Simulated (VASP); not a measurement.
# DyW2 (F-43m) in VASP: a series of runs

The runs below take DyW2 through single point, relaxation of cell and atoms, with PBE.

Everything below comes from runs of VASP 6.6.1. Logs are shortened: lines on timing, memory, paths and dates and some standing lists are left out, and cuts for length are marked.

### Step 1. The cell of the first run

Symmetry: F-43m, No. 216, cubic system. Conventional cell: a = 6.416 Å, b = 6.416 Å, c = 6.416 Å, α = 90.00°, β = 90.00°, γ = 90.00°. Within 3.7 Å of Dy (site symmetry -43m) lie 10 W at 2.78 to 3.21 Å. W (site symmetry -43m) has 4 W at 2.78 Å and 6 Dy at 3.21 Å within 3.7 Å. Within 3.7 Å of W (site symmetry -43m) lie 4 Dy at 2.78 Å and 4 W at 2.78 Å.

The cell was generated, and may not be a known phase.

### Step 2. Single point, PBE

Input file INCAR:

```
SYSTEM = DyW2
PREC = Accurate
ENCUT = 500
EDIFF = 1E-6
ISMEAR = 0
SIGMA = 0.1
LREAL = .FALSE.
LASPH = .TRUE.
NELM = 200
ALGO = Normal
ISIF = 2
LWAVE = .FALSE.
LCHARG = .FALSE.
GGA = PE
NBANDS = 26
GGA_COMPAT = .FALSE.
LMAXMIX = 6
```

Input file KPOINTS:

```
regular mesh
0
G
  6 6 6
  0 0 0
```

Input file POSCAR:

```
DyW2
1.0
    0.0000000000      3.2078191263      3.2078191263
    3.2078191263      0.0000000000      3.2078191263
    3.2078191263      3.2078191263      0.0000000000
Dy W
1 2
Direct
    0.5000000000      0.5000000000      0.5000000000
    0.0000000000      0.0000000000      0.0000000000
    0.7500000000      0.7500000000      0.7500000000
```

Potentials or basis: VASP PAW PBE potentials, release 64 (Dy_3, W_sv), 4f in core.

Started as:

```bash
cat potpaw_PBE.64/Dy_3/POTCAR potpaw_PBE.64/W_sv/POTCAR > POTCAR
mpirun -np 1 vasp_std > vasp.out
```

OUTCAR:

```text
SYSTEM = DyW2
   PREC = Accurate
   ENCUT = 500
   EDIFF = 1E-6
   ISMEAR = 0
   LREAL = .FALSE.
   LASPH = .TRUE.
   NELM = 200
   ISIF = 2
   GGA = PE

 ion  position               nearest neighbor table
   1  0.500  0.500  0.500-   3 2.78   3 2.78   3 2.78   3 2.78   2 3.21   2 3.21   2 3.21   2 3.21
                             2 3.21   2 3.21
   2  0.000  0.000  0.000-   3 2.78   3 2.78   3 2.78   3 2.78   1 3.21   1 3.21   1 3.21   1 3.21
                             1 3.21   1 3.21
   3  0.750  0.750  0.750-   1 2.78   1 2.78   1 2.78   1 2.78   2 2.78   2 2.78   2 2.78   2 2.78

  LATTYP: Found a face centered cubic cell.
 ALAT       =     6.4156382526

  Lattice vectors:

 A1 = (   0.0000000000,   3.2078191263,   3.2078191263)
 A2 = (   3.2078191263,   0.0000000000,   3.2078191263)
 A3 = (   3.2078191263,   3.2078191263,   0.0000000000)

Analysis of symmetry for initial positions (statically):
=====================================================================
 Subroutine PRICEL returns:
 Original cell was already a primitive cell.

 Routine SETGRP: Setting up the symmetry group for a
 face centered cubic supercell.

 Subroutine GETGRP returns: Found 24 space group operations
 (whereof 24 operations were pure point group operations)
 out of a pool of 48 trial point group operations.

The static configuration has the point symmetry T_d .

Analysis of symmetry for dynamics (positions and initial velocities):
=====================================================================
 Subroutine PRICEL returns:
 Original cell was already a primitive cell.

 Routine SETGRP: Setting up the symmetry group for a
 face centered cubic supercell.

 Subroutine GETGRP returns: Found 24 space group operations
 (whereof 24 operations were pure point group operations)
 out of a pool of 48 trial point group operations.

The dynamic configuration has the point symmetry T_d .

 Subroutine INISYM returns: Found 24 space group operations
 (whereof 24 operations are pure point group operations),
 and found     1 'primitive' translations

----------------------------------------------------------------------------------------

                                     Primitive cell

  volume of cell :      66.0176

  direct lattice vectors                    reciprocal lattice vectors
     0.000000000  3.207819126  3.207819126    -0.155869137  0.155869137  0.155869137
     3.207819126  0.000000000  3.207819126     0.155869137 -0.155869137  0.155869137
     3.207819126  3.207819126  0.000000000     0.155869137  0.155869137 -0.155869137

  length of vectors
     4.536541314  4.536541314  4.536541314     0.269973265  0.269973265  0.269973265

  position of ions in fractional coordinates (direct lattice)
     0.500000000  0.500000000  0.500000000
     0.000000000  0.000000000  0.000000000
     0.750000000  0.750000000  0.750000000

  ion indices of the primitive-cell ions
   primitive index   ion index
                 1           1
                 2           2
                 3           3

----------------------------------------------------------------------------------------

 KPOINTS: regular mesh

Automatic generation of k-mesh.
 Grid dimensions read from file:
 generate k-points for:    6    6    6

 Generating k-lattice:

  Cartesian coordinates                     Fractional coordinates (reciprocal lattice)
    -0.025978190  0.025978190  0.025978190     0.166666667  0.000000000  0.000000000
     0.025978190 -0.025978190  0.025978190     0.000000000  0.166666667  0.000000000
     0.025978190  0.025978190 -0.025978190     0.000000000  0.000000000  0.166666667

  Length of vectors
     0.044995544  0.044995544  0.044995544

  Shift w.r.t. Gamma in fractional coordinates (k-lattice)
     0.000000000  0.000000000  0.000000000

 Subroutine IBZKPT returns following result:
 ===========================================

 Found     16 irreducible k-points:

 Following reciprocal coordinates:
            Coordinates               Weight
  0.000000  0.000000  0.000000      1.000000
  0.166667  0.000000  0.000000      8.000000
  0.333333  0.000000  0.000000      8.000000
  0.500000  0.000000  0.000000      4.000000
  0.166667  0.166667  0.000000      6.000000
  0.333333  0.166667  0.000000     24.000000
[... 8 lines left out ...]
 -0.333333  0.333333  0.166667     24.000000
 -0.333333  0.500000  0.166667     12.000000
   k-points           NKPTS =     16   k-points in BZ     NKDIM =     16   number of bands    NBANDS=     26
   number of dos      NEDOS =    301   number of ions     NIONS =      3
   total plane-waves  NPLWV =  46656
   dimension x,y,z NGX =    36 NGY =   36 NGZ =   36
   dimension x,y,z NGXF=    72 NGYF=   72 NGZF=   72
   ions per type =               1   2
   NGX,Y,Z   is equivalent  to a cutoff of  13.19, 13.19, 13.19 a.u.
   NGXF,Y,Z  is equivalent  to a cutoff of  26.39, 26.39, 26.39 a.u.
 SYSTEM =  DyW2
   PREC   = accura    normal or accurate (medium, high low for compatibility)
   ISTART =      0    job   : 0-new  1-cont  2-samecut
   ICHARG =      2    charge: 1-file 2-atom 10-const
   ISPIN  =      1    spin polarized calculation?
   LNONCOLLINEAR =      F non collinear calculations
   LSORBIT =      F    spin-orbit coupling
   LASPH  =      T    aspherical Exc in radial PAW
   ENCUT  =  500.0 eV  36.75 Ry    6.06 a.u.   8.27  8.27  8.27*2*pi/ulx,y,z
   NELM   =    200;   NELMIN=  2; NELMDL= -5     # of ELM steps
   EDIFF  = 0.1E-05   stopping-criterion for ELM
   LREAL  =      F    real-space projection
   EDIFFG = 0.1E-04   stopping-criterion for IOM
   NSW    =      0    number of steps for IOM
   IBRION =     -1    ionic relax: 0-MD 1-quasi-New 2-CG
   NFREE  =      0    steps in history (QN), initial steepest desc. (CG)
   ISIF   =      2    stress and relaxation
   ISYM   =      2    0-nonsym 1-usesym 2-fastsym
   POTIM  = 0.5000    time-step for ionic-motion
   TEBEG  =    0.0;   TEEND  =   0.0 temperature during run
   PSTRESS=    0.0 pullay stress
   NELECT =      37.0000    total number of electrons
   NUPDOWN=      -1.0000    fix difference up-down
   EMIN   =  10.00;   EMAX   =-10.00  energy-range for DOS
   EFERMI =   0.00;   METHOD = LEGACY
   ISMEAR =     0;   SIGMA  =   0.10  broadening in eV -4-tet -1-fermi 0-gaus
   EFERMI_NEDOS =   21; number of points for ismear=-14 and -15
   IALGO  =     38    algorithm
   IMIX   =      4    mixing-type and parameters
     AMIX     =   0.40;   BMIX     =  1.00
     AMIX_MAG =   1.60;   BMIX_MAG =  1.00
  volume/ion in A,a.u.               =      22.01       148.50
  Fermi-wavevector in a.u.,A,eV,Ry     =   1.349757  2.550671 24.787686  1.821844
  Thomas-Fermi vector in A             =   2.477317
   LORBIT       =      0    0 simple, 1 ext, 2 COOP (PROOUT), +10 PAW based schemes
   GGA     = PE    functional components
   LHFCALC =     F    Hartree Fock is set to
   AEXX    =    0.0000 exact exchange contribution
   IVDW    =     0    specifies the selected vdW correction
   LEPSILON=     F    determine dielectric tensor
   LRPA    =     F    only Hartree local field effects (RPA)
 non-spin polarized calculation
 Gauss-broadening in eV      SIGMA  =   0.10
  energy-cutoff  :      500.00
  volume of cell :       66.02
 maximum number of plane-waves:      1694
 NGX is ok and might be reduce to    36
   NGX = 17   NGY = 17   NGZ = 17

 number of electron      36.9999999 magnetization

 Free energy of the ion-electron system (eV)
  ---------------------------------------------------
  ext. energy  EPLUGINS =         0.00000000
  ---------------------------------------------------
  free energy    TOTEN  =       -27.65253976 eV

  energy without entropy =      -27.64257415  energy(sigma->0) =      -27.64755695

 E-fermi :   6.1223     XC(G=0): -11.4792

 val. band max:        6.1087925746   @ k =   0.3333   0.0000   0.0000
 cond. band min:       6.2625144413   @ k =   0.5000   0.1667   0.0000
 fundamental gap:      0.1537218667
 Fermi energy:         6.1223466560

 k-point     1 :       0.0000    0.0000    0.0000
  band No.  band energies     occupation
      1     -67.4684      2.00000
      2     -67.0203      2.00000
      3     -31.7422      2.00000
      4     -31.7422      2.00000
      5     -31.7422      2.00000
      6     -31.2341      2.00000
[... 18 lines left out ...]
     25      11.0644      0.00000
     26      12.9997      0.00000

 k-point     2 :       0.1667    0.0000    0.0000
  band No.  band energies     occupation
      1     -67.4675      2.00000
      2     -67.0213      2.00000
      3     -31.7513      2.00000
      4     -31.7513      2.00000
      5     -31.7412      2.00000
      6     -31.2352      2.00000
[... 18 lines left out ...]
     25      10.4997      0.00000
     26      12.8707      0.00000

 k-point     3 :       0.3333    0.0000    0.0000
  band No.  band energies     occupation
      1     -67.4655      2.00000
      2     -67.0233      2.00000
      3     -31.7687      2.00000
      4     -31.7687      2.00000
      5     -31.7368      2.00000
      6     -31.2401      2.00000
[... 18 lines left out ...]
     25      10.1470      0.00000
     26      12.0877      0.00000

 k-point     4 :       0.5000    0.0000    0.0000
  band No.  band energies     occupation
      1     -67.4645      2.00000
      2     -67.0243      2.00000
      3     -31.7770      2.00000
      4     -31.7770      2.00000
      5     -31.7334      2.00000
      6     -31.2440      2.00000
[... 18 lines left out ...]
     25      10.2017      0.00000
     26      11.6332      0.00000

 k-point     5 :       0.1667    0.1667    0.0000
  band No.  band energies     occupation
      1     -67.4671      2.00000
      2     -67.0216      2.00000
      3     -31.7625      2.00000
      4     -31.7625      2.00000
      5     -31.7234      2.00000
      6     -31.2522      2.00000
[... 18 lines left out ...]
     25      10.0839      0.00000
     26      12.5934      0.00000

 k-point     6 :       0.3333    0.1667    0.0000
  band No.  band energies     occupation
      1     -67.4654      2.00000
      2     -67.0233      2.00000
      3     -31.7824      2.00000
      4     -31.7805      2.00000
      5     -31.7082      2.00000
      6     -31.2698      2.00000
[... 195 lines left out ...]
 k-point    13 :       0.5000    0.5000    0.0000
  band No.  band energies     occupation
      1     -67.4630      2.00000
      2     -67.0257      2.00000
      3     -31.8169      2.00000
      4     -31.8169      2.00000
      5     -31.6543      2.00000
      6     -31.3232      2.00000
[... 18 lines left out ...]
     25       9.4704      0.00000
     26      10.8926      0.00000

 k-point    14 :       0.5000    0.3333    0.1667
  band No.  band energies     occupation
      1     -67.4641      2.00000
      2     -67.0247      2.00000
      3     -31.8069      2.00000
      4     -31.7918      2.00000
      5     -31.6827      2.00000
      6     -31.3001      2.00000
[... 18 lines left out ...]
     25       9.6325      0.00000
     26      11.8184      0.00000

 k-point    15 :      -0.3333    0.3333    0.1667
  band No.  band energies     occupation
      1     -67.4634      2.00000
      2     -67.0253      2.00000
      3     -31.8153      2.00000
      4     -31.7997      2.00000
      5     -31.6683      2.00000
      6     -31.3184      2.00000
[... 18 lines left out ...]
     25       9.6042      0.00000
     26      11.4699      0.00000

 k-point    16 :      -0.3333    0.5000    0.1667
  band No.  band energies     occupation
      1     -67.4630      2.00000
      2     -67.0257      2.00000
      3     -31.8181      2.00000
      4     -31.8119      2.00000
      5     -31.6530      2.00000
      6     -31.3323      2.00000
[... 18 lines left out ...]
     25       9.3786      0.00000
     26      11.2120      0.00000

------------------------ aborting loop because EDIFF is reached ----------------------------------------

  FORCE on cell =-STRESS in cart. coord.  units (eV):
  Direction    XX          YY          ZZ          XY          YZ          ZX
  --------------------------------------------------------------------------------------
  -------------------------------------------------------------------------------------
  Total        0.2057121      0.2057121      0.2057121      0.0000000     -0.0000000      0.0000000
  in kB        4.9924161      4.9924161      4.9924161      0.0000000     -0.0000000      0.0000000
  external PRESSURE =       4.9924161 kB  Pullay stress =       0.0000000 kB

 VOLUME and BASIS-vectors are now :
 -----------------------------------------------------------------------------
  energy-cutoff  :      500.00
  volume of cell :       66.02
      direct lattice vectors                 reciprocal lattice vectors
     0.000000000  3.207819126  3.207819126    -0.155869137  0.155869137  0.155869137
     3.207819126  0.000000000  3.207819126     0.155869137 -0.155869137  0.155869137
     3.207819126  3.207819126  0.000000000     0.155869137  0.155869137 -0.155869137

 POSITION                                       TOTAL-FORCE (eV/Angst)
 -----------------------------------------------------------------------------------
      3.20782      3.20782      3.20782        -0.000000     -0.000000     -0.000000
      0.00000      0.00000      0.00000         0.000000      0.000000      0.000000
      4.81173      4.81173      4.81173        -0.000000     -0.000000     -0.000000
 -----------------------------------------------------------------------------------
    total drift:                                0.000000      0.000000      0.000000

  FREE ENERGIE OF THE ION-ELECTRON SYSTEM (eV)
  ---------------------------------------------------
  free  energy   TOTEN  =       -27.6525397602 eV

  energy  without entropy=      -27.6425741484  energy(sigma->0) =      -27.64755695
```

It took 18 s on 1 thread of Intel Xeon 6975P-C (Granite Rapids), shared host; peak memory 0.21 GiB.

Results:

```yaml
Free_energy: -27.6525 eV
Pressure: 0.5 GPa
Band_gap_on_the_k_mesh: zero (an odd number of electrons rules out a gap without spin polarisation)
```

Caveat: spin-orbit coupling is left out, which moves the levels of the heavy elements; the 4f electrons are frozen in the core, so they carry no moment and show no levels. Spin polarisation is off, so any magnetic state and its effect on volume and gap are missing.

(Part 1 of 2 ends here.)

The gap in the log of VASP goes by the Fermi energy; the results here count the filled bands.